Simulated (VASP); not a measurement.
Here is a VASP 6.6.1 calculation.

Contents of INCAR:

```
ALGO = Normal ; EDIFF = 1E-8
ENCUT = 600 ; GGA = PE
IBRION = 6 ; ISIF = 3
ISMEAR = 0 ; LASPH = True
LCHARG = False ; LREAL = False
LWAVE = False ; NBANDS = 16
NELM = 80 ; NFREE = 2
NSW = 1 ; POTIM = 0.015
PREC = Accurate ; SIGMA = 0.01
```

Contents of KPOINTS:

```
k-points
0
Gamma
  5 5 5
```

File POSCAR:

```
CdTe
1.0
    0.0000000000      3.2050000000      3.2050000000
    3.2050000000      0.0000000000      3.2050000000
    3.2050000000      3.2050000000      0.0000000000
Te Cd
1 1
Direct
    0.7500000000      0.7500000000      0.7500000000
    0.0000000000      0.0000000000      0.0000000000
```

Potentials or basis: VASP PAW PBE potentials, release 64 (Te, Cd).

Command:

```bash
$ cat potpaw_PBE.64/Te/POTCAR potpaw_PBE.64/Cd/POTCAR > POTCAR
$ mpirun -np 1 vasp_std > vasp.out
```

Task: Predict the elastic constants C11, C12, C44.

Result: 59, 46, 17 GPa.

Task: Estimate the Voigt bulk modulus.

Result: 51 GPa.

Task: Estimate the highest phonon frequency at Γ, LO-TO splitting left out.

Result: 155 cm⁻¹.

Elastic tensor in Voigt notation (GPa, in the Cartesian axes of the cell as first typed):
```
59 46 46  0  0  0
46 59 46  0  0  0
46 46 59  0  0  0
 0  0  0 17  0  0
 0  0  0  0 17  0
 0  0  0  0  0 17
```

Caveat: the cell is under stress, which shifts elastic constants.
